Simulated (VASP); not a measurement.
# Ge (P6_3/mmc) in VASP: a series of runs

Ge is run at these levels: PBEsol, BLYP+D3(BJ), LDA; tasks: relaxation of cell and atoms.

Program: VASP 6.6.1. These are calculated values, not measurements. Logs are shortened: lines on timing, memory, paths and dates and some standing lists are left out, and cuts for length are marked.

## (1) The cell of the first run

The structure is hexagonal, space group P6_3/mmc (No. 194). Conventional cell: a = 3.998 Å, b = 3.998 Å, c = 6.599 Å, α = 90.00°, β = 90.00°, γ = 120.00°. Within 3.2 Å of Ge (site symmetry 3m) lie 4 Ge at 2.45 to 2.47 Å.

This isn't the form of Ge at room conditions, which is diamond.

## (2) Relaxation of cell and atoms, PBEsol

INCAR

```
  PREC = Accurate
  ENCUT = 600
  EDIFF = 1E-7
  ISMEAR = -1
  SIGMA = 0.1
  LREAL = False
  LASPH = True
  NELM = 100
  ALGO = Normal
  ISIF = 3
  LWAVE = False
  LCHARG = False
  GGA = PS
  IBRION = 2
  NSW = 80
  EDIFFG = -0.01
```

KPOINTS

```
Automatic mesh
0
Gamma
  8 8 4
```

POSCAR

```
Ge
1.0
    3.9975858400      0.0000000000      0.0000000000
   -1.9987929200      3.4620108900      0.0000000000
    0.0000000000      0.0000000000      6.5993779500
Ge
4
Direct
    0.6666666700      0.3333333300      0.0629012500
    0.3333333300      0.6666666700      0.5629012500
    0.6666666700      0.3333333300      0.4370987500
    0.3333333300      0.6666666700      0.9370987500
```

Potentials or basis: VASP PAW PBE potentials, release 64 (Ge_d).

The run is started by

```sh
cat potpaw_PBE.64/Ge_d/POTCAR > POTCAR
mpirun -np 1 vasp_std > vasp.out
```

OUTCAR:

```text
PREC = Accurate
   ENCUT = 600
   EDIFF = 1E-7
   ISMEAR = -1
   LREAL = False
   LASPH = True
   NELM = 100
   ISIF = 3
   GGA = PS
   IBRION = 2
   NSW = 80
   EDIFFG = -0.01

 ion  position               nearest neighbor table
   1  0.667  0.333  0.063-   4 2.45   4 2.45   4 2.45   3 2.47
   2  0.333  0.667  0.563-   3 2.45   3 2.45   3 2.45   4 2.47
   3  0.667  0.333  0.437-   2 2.45   2 2.45   2 2.45   1 2.47
   4  0.333  0.667  0.937-   1 2.45   1 2.45   1 2.45   2 2.47

  LATTYP: Found a hexagonal cell.
 ALAT       =     3.9975858400
 C/A-ratio  =     1.6508408360

  Lattice vectors:

 A1 = (   3.9975858400,   0.0000000000,   0.0000000000)
 A2 = (  -1.9987929200,   3.4620108900,   0.0000000000)
 A3 = (   0.0000000000,   0.0000000000,   6.5993779500)

Analysis of symmetry for initial positions (statically):
=====================================================================
 Subroutine PRICEL returns:
 Original cell was already a primitive cell.

 Routine SETGRP: Setting up the symmetry group for a
 hexagonal supercell.

 Subroutine GETGRP returns: Found 24 space group operations
 (whereof 12 operations were pure point group operations)
 out of a pool of 24 trial point group operations.

The static configuration has the point symmetry D_3d.
 The point group associated with its full space group is D_6h.

Analysis of symmetry for dynamics (positions and initial velocities):
=====================================================================
 Subroutine PRICEL returns:
 Original cell was already a primitive cell.

 Routine SETGRP: Setting up the symmetry group for a
 hexagonal supercell.

 Subroutine GETGRP returns: Found 24 space group operations
 (whereof 12 operations were pure point group operations)
 out of a pool of 24 trial point group operations.

The dynamic configuration has the point symmetry D_3d.
 The point group associated with its full space group is D_6h.

 Subroutine INISYM returns: Found 24 space group operations
 (whereof 12 operations are pure point group operations),
 and found     1 'primitive' translations

----------------------------------------------------------------------------------------

                                     Primitive cell

  volume of cell :      91.3333

  direct lattice vectors                    reciprocal lattice vectors
     3.997585840  0.000000000  0.000000000     0.250150976  0.144424733  0.000000000
    -1.998792920  3.462010890  0.000000000     0.000000000  0.288849467  0.000000000
     0.000000000  0.000000000  6.599377950     0.000000000  0.000000000  0.151529433

  length of vectors
     3.997585840  3.997585839  6.599377950     0.288849467  0.288849467  0.151529433

  position of ions in fractional coordinates (direct lattice)
     0.666666670  0.333333330  0.062901250
     0.333333330  0.666666670  0.562901250
     0.666666670  0.333333330  0.437098750
     0.333333330  0.666666670  0.937098750

  ion indices of the primitive-cell ions
   primitive index   ion index
                 1           1
                 2           2
                 3           3
                 4           4

----------------------------------------------------------------------------------------

 KPOINTS: Automatic mesh

Automatic generation of k-mesh.
 Grid dimensions read from file:
 generate k-points for:    8    8    4

 Generating k-lattice:

  Cartesian coordinates                     Fractional coordinates (reciprocal lattice)
     0.031268872  0.018053092  0.000000000     0.125000000  0.000000000  0.000000000
     0.000000000  0.036106183  0.000000000     0.000000000  0.125000000  0.000000000
     0.000000000  0.000000000  0.037882358     0.000000000  0.000000000  0.250000000

  Length of vectors
     0.036106183  0.036106183  0.037882358

  Shift w.r.t. Gamma in fractional coordinates (k-lattice)
     0.000000000  0.000000000  0.000000000

 Subroutine IBZKPT returns following result:
 ===========================================

 Found     30 irreducible k-points:

 Following reciprocal coordinates:
            Coordinates               Weight
  0.000000  0.000000  0.000000      1.000000
  0.125000  0.000000  0.000000      6.000000
  0.250000  0.000000  0.000000      6.000000
  0.375000  0.000000  0.000000      6.000000
  0.500000  0.000000  0.000000      3.000000
  0.125000  0.125000  0.000000      6.000000
[... 16 lines left out ...]
  0.250000  0.000000  0.500000      6.000000
  0.375000  0.000000  0.500000      6.000000
 [... further k-points ...]
   k-points           NKPTS =     30   k-points in BZ     NKDIM =     30   number of bands    NBANDS=     33
   number of dos      NEDOS =    301   number of ions     NIONS =      4
   total plane-waves  NPLWV =  55296
   dimension x,y,z NGX =    32 NGY =   32 NGZ =   54
   dimension x,y,z NGXF=    64 NGYF=   64 NGZF=  108
   ions per type =               4
   NGX,Y,Z   is equivalent  to a cutoff of  13.31, 13.31, 13.60 a.u.
   NGXF,Y,Z  is equivalent  to a cutoff of  26.62, 26.62, 27.21 a.u.
 SYSTEM =  unknown system
   PREC   = accura    normal or accurate (medium, high low for compatibility)
   ISTART =      0    job   : 0-new  1-cont  2-samecut
   ICHARG =      2    charge: 1-file 2-atom 10-const
   ISPIN  =      1    spin polarized calculation?
   LNONCOLLINEAR =      F non collinear calculations
   LSORBIT =      F    spin-orbit coupling
   LASPH  =      T    aspherical Exc in radial PAW
   ENCUT  =  600.0 eV  44.10 Ry    6.64 a.u.   7.98  7.98 13.18*2*pi/ulx,y,z
   NELM   =    100;   NELMIN=  2; NELMDL= -5     # of ELM steps
   EDIFF  = 0.1E-06   stopping-criterion for ELM
   LREAL  =      F    real-space projection
   EDIFFG = -.1E-01   stopping-criterion for IOM
   NSW    =     80    number of steps for IOM
   IBRION =      2    ionic relax: 0-MD 1-quasi-New 2-CG
   NFREE  =      1    steps in history (QN), initial steepest desc. (CG)
   ISIF   =      3    stress and relaxation
   ISYM   =      2    0-nonsym 1-usesym 2-fastsym
   POTIM  = 0.5000    time-step for ionic-motion
   TEBEG  =    0.0;   TEEND  =   0.0 temperature during run
   PSTRESS=    0.0 pullay stress
   NELECT =      56.0000    total number of electrons
   NUPDOWN=      -1.0000    fix difference up-down
   EMIN   =  10.00;   EMAX   =-10.00  energy-range for DOS
   EFERMI =   0.00;   METHOD = LEGACY
   ISMEAR =    -1;   SIGMA  =   0.10  broadening in eV -4-tet -1-fermi 0-gaus
   EFERMI_NEDOS =   21; number of points for ismear=-14 and -15
   IALGO  =     38    algorithm
   IMIX   =      4    mixing-type and parameters
     AMIX     =   0.40;   BMIX     =  1.00
     AMIX_MAG =   1.60;   BMIX_MAG =  1.00
  volume/ion in A,a.u.               =      22.83       154.09
  Fermi-wavevector in a.u.,A,eV,Ry     =   1.390789  2.628209 26.317650  1.934293
  Thomas-Fermi vector in A             =   2.514690
   LORBIT       =      0    0 simple, 1 ext, 2 COOP (PROOUT), +10 PAW based schemes
   GGA     = PS    functional components
   LHFCALC =     F    Hartree Fock is set to
   AEXX    =    0.0000 exact exchange contribution
   IVDW    =     0    specifies the selected vdW correction
   LEPSILON=     F    determine dielectric tensor
   LRPA    =     F    only Hartree local field effects (RPA)
 conjugate gradient relaxation of ions
 non-spin polarized calculation
  energy-cutoff  :      600.00
  volume of cell :       91.33
 maximum number of plane-waves:      3070
 NGX is ok and might be reduce to    32
   NGX = 15   NGY = 15   NGZ = 27

--------------------------------------- Ionic step        1  -------------------------------------------

 number of electron      55.9999987 magnetization

 Free energy of the ion-electron system (eV)
  ---------------------------------------------------
  ext. energy  EPLUGINS =         0.00000000
  ---------------------------------------------------
  free energy    TOTEN  =       -19.68031794 eV

  energy without entropy =      -19.67214571  energy(sigma->0) =      -19.67623182

------------------------ aborting loop because EDIFF is reached ----------------------------------------

  FORCE on cell =-STRESS in cart. coord.  units (eV):
  Direction    XX          YY          ZZ          XY          YZ          ZX
  --------------------------------------------------------------------------------------
  -------------------------------------------------------------------------------------
  Total        0.0286024      0.0286024     -0.1687126      0.0000000     -0.0000000      0.0000000
  in kB        0.5017456      0.5017456     -2.9595717      0.0000000     -0.0000000      0.0000000
  external PRESSURE =      -0.6520269 kB  Pullay stress =       0.0000000 kB

 VOLUME and BASIS-vectors are now :
 -----------------------------------------------------------------------------
  energy-cutoff  :      600.00
  volume of cell :       91.33
      direct lattice vectors                 reciprocal lattice vectors
     3.997585840  0.000000000  0.000000000     0.250150976  0.144424733  0.000000000
    -1.998792920  3.462010890  0.000000000     0.000000000  0.288849467  0.000000000
     0.000000000  0.000000000  6.599377950     0.000000000  0.000000000  0.151529433
[... 191 lines left out ...]
 POSITION                                       TOTAL-FORCE (eV/Angst)
 -----------------------------------------------------------------------------------
      1.99915      1.15421      0.41398        -0.000000      0.000000     -0.012740
     -0.00000      2.30841      3.70661        -0.000000      0.000000     -0.012740
      1.99915      1.15421      2.87864         0.000000     -0.000000      0.012740
     -0.00000      2.30841      6.17127        -0.000000     -0.000000      0.012740
 -----------------------------------------------------------------------------------
    total drift:                                0.000007     -0.000004      0.000003

  FREE ENERGIE OF THE ION-ELECTRON SYSTEM (eV)
  ---------------------------------------------------
  free  energy   TOTEN  =       -19.6804273417 eV

  energy  without entropy=      -19.6722728093  energy(sigma->0) =      -19.67635008

--------------------------------------- Ionic step        7  -------------------------------------------

 number of electron      55.9999986 magnetization

 Free energy of the ion-electron system (eV)
  ---------------------------------------------------
  ext. energy  EPLUGINS =         0.00000000
  ---------------------------------------------------
  free energy    TOTEN  =       -19.68044791 eV

  energy without entropy =      -19.67231122  energy(sigma->0) =      -19.67637957

 E-fermi :   4.8436     XC(G=0): -10.0892

 val. band max:        4.8209504008   @ k =   0.0000   0.0000   0.0000
 cond. band min:       4.8858426973   @ k =   0.0000   0.0000   0.2500
 fundamental gap:      0.0648922965
 Fermi energy:         4.8435781140

 k-point     1 :       0.0000    0.0000    0.0000
  band No.  band energies     occupation
      1     -20.0007      2.00000
      2     -20.0007      2.00000
      3     -19.9638      2.00000
      4     -19.9621      2.00000
      5     -19.9621      2.00000
      6     -19.9495      2.00000
[... 853 lines left out ...]
     32       7.3503      0.00000
     33      10.7828      0.00000

 [... further k-points ...]

------------------------ aborting loop because EDIFF is reached ----------------------------------------

  FORCE on cell =-STRESS in cart. coord.  units (eV):
  Direction    XX          YY          ZZ          XY          YZ          ZX
  --------------------------------------------------------------------------------------
  -------------------------------------------------------------------------------------
  Total        0.0260921      0.0260921     -0.0084108      0.0000000     -0.0000000      0.0000000
  in kB        0.4583179      0.4583179     -0.1477388      0.0000000     -0.0000000      0.0000000
  external PRESSURE =       0.2562990 kB  Pullay stress =       0.0000000 kB

 VOLUME and BASIS-vectors are now :
 -----------------------------------------------------------------------------
  energy-cutoff  :      600.00
  volume of cell :       91.21
      direct lattice vectors                 reciprocal lattice vectors
     3.998842875  0.000000000  0.000000000     0.250072341  0.144379334  0.000000000
    -1.999421437  3.463099514 -0.000000000    -0.000000000  0.288758667  0.000000000
     0.000000000 -0.000000000  6.586490227    -0.000000000  0.000000000  0.151825929

 POSITION                                       TOTAL-FORCE (eV/Angst)
 -----------------------------------------------------------------------------------
      1.99942      1.15437      0.41331         0.000000     -0.000000      0.003908
     -0.00000      2.30873      3.70656        -0.000000     -0.000000      0.003908
      1.99942      1.15437      2.87993         0.000000      0.000000     -0.003908
     -0.00000      2.30873      6.17318        -0.000000      0.000000     -0.003908
 -----------------------------------------------------------------------------------
    total drift:                                0.000007     -0.000004      0.000003

  FREE ENERGIE OF THE ION-ELECTRON SYSTEM (eV)
  ---------------------------------------------------
  free  energy   TOTEN  =       -19.6804479147 eV

  energy  without entropy=      -19.6723112179  energy(sigma->0) =      -19.67637957

 reached required accuracy - stopping structural energy minimisation
```

Wall time 2.6 min (1 thread of Intel Xeon 6975P-C (Granite Rapids), shared host); peak memory 0.26 GiB.

Results:

* Free energy: -19.6804 eV
* Relaxed volume: 22.80 Å³/atom
* Relaxed cell: a = 3.999 Å, b = 3.999 Å, c = 6.586 Å, α = 90.00°, β = 90.00°, γ = 120.00°
* Space group after relaxing (to 0.1 Å): P6_3/mmc (No. 194)
* Energy gained by relaxing: 0.0 meV/atom
* Ionic steps: 7
* Pressure after relaxing: 0.0 GPa
* Largest force after relaxing: 0.004 eV/Å
* Band gap on the k mesh: 0.06 eV (least direct gap 0.14 eV)

Forces in eV/Å, atoms in the order of the input:
```
Ge   0.000  0.000  0.004
Ge   0.000  0.000  0.004
Ge   0.000  0.000 -0.004
Ge   0.000  0.000 -0.004
```

Step by step:
```
step  energy change (eV)  largest force (eV/Å)  pressure (GPa)  volume (Å³)
   1              0.0000                0.0043           -0.07        91.33
   2             -0.0001                0.0232           -0.09        91.21
   3             -0.0001                0.0125            0.02        91.26
   4             -0.0001                0.0196           -0.04        91.23
   5             -0.0001                0.0053            0.08        91.11
   6             -0.0001                0.0127            0.04        91.17
   7             -0.0001                0.0039            0.03        91.21
```

Final structure:
```
Ge
1.0
     3.99884    0.00000    0.00000
    -1.99942    3.46310    0.00000
     0.00000    0.00000    6.58649
Ge
4
Direct
  0.66667 0.33333 0.06275
  0.33333 0.66667 0.56275
  0.66667 0.33333 0.43725
  0.33333 0.66667 0.93725
```

Caveat: the PAW data sets were made with another functional, which shifts forces and pressure a little.

(Continued in part 2 of 2.)
